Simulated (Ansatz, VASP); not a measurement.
## InPd in VASP and in Ansatz

Contents of POSCAR:

```
InPd
1.0
    0.0000000000      2.7460700000      2.7460700000
    2.7460700000      0.0000000000      2.7460700000
    2.7460700000      2.7460700000      0.0000000000
In Pd
1 1
Direct
    0.0000000000      0.0000000000      0.0000000000
    0.5000000000      0.5000000000      0.5000000000
```

The input INCAR.step1:

```
SYSTEM = InPd
PREC = Accurate ; ENCUT = 690
ISMEAR = -1 ; SIGMA = 0.05
LREAL = .False. ; LASPH = .True.
NELM = 120 ; NBANDS = 22
GGA = PE ; ALGO = Normal
EDIFF = 1E-5 ; LWAVE = .True.
LCHARG = .False. ; GGA_COMPAT = .False.
```

Contents of INCAR.step2:

```
SYSTEM = InPd
PREC = Accurate ; ENCUT = 690
EDIFF = 1E-6 ; ISMEAR = -1
SIGMA = 0.05 ; LREAL = .False.
LASPH = .True. ; NELM = 120
ALGO = Normal ; ISIF = 2
LWAVE = .False. ; LCHARG = .False.
METAGGA = R2SCAN ; LMIXTAU = .True.
NBANDS = 22 ; ISTART = 1
GGA_COMPAT = .False.
```

The input KPOINTS:

```
regular mesh
0
Gamma
  8 8 8
  0 0 0
```

File input.yaml:

```yaml
crystal:
  lattice:
    - [0.0, 2.74607, 2.74607]
    - [2.74607, 0.0, 2.74607]
    - [2.74607, 2.74607, 0.0]
  atoms:
    - { symbol: In, position: [0.0, 0.0, 0.0] }
    - { symbol: Pd, position: [0.5, 0.5, 0.5] }
hamiltonian:
  xc: r2scan
  pseudopotentials: { kind: paw }
kpoints:
  mp_grid: { grid: [8, 8, 8] }
  band_path:
    path:
      - [[0.0, 0.0, 0.0], [0.5, 0.0, 0.5], [0.5, 0.25, 0.75], [0.375, 0.375, 0.75], [0.0, 0.0, 0.0], [0.5, 0.5, 0.5], [0.625, 0.25, 0.625], [0.5, 0.25, 0.75], [0.5, 0.5, 0.5], [0.375, 0.375, 0.75]]
      - [[0.625, 0.25, 0.625], [0.5, 0.0, 0.5]]
    npoints: 14
scf:
  occupations: { method: fermi_dirac, width: 0.05 }
  n_extra_bands: 6
output:
  forces: true
  stress: true
  eigenvalues: true
  fatbands: true
```

Alike in both runs: functional r2SCAN; k mesh 8 × 8 × 8; occupations fermi-dirac, width 0.05 eV; no spin polarisation.

|  | VASP | Ansatz |
| --- | --- | --- |
| version | VASP 6.6.1 | Ansatz 0.2.0 |
| potentials or method | VASP PAW PBE potentials, release 64 (In_d, Pd_sv_GW) | Ansatz PAW |
| plane-wave cutoff (eV) | 690 | 500 |
| valence electrons in the cell | 31 | 31 |
| task | single point | band structure |

|  | VASP | Ansatz | Ansatz less VASP |
| --- | --- | --- | --- |
| gap on the k mesh at the Fermi level (eV) | none | none | - |
| pressure (GPa) | -2.6 | -2.9 | -0.31 |

VASP's potentials were made for PBE, not for r2SCAN. A gap of «none» marks a metal or a gap that the smearing closes. The functional is the same, so the differences come from potentials, cutoffs and numerics.
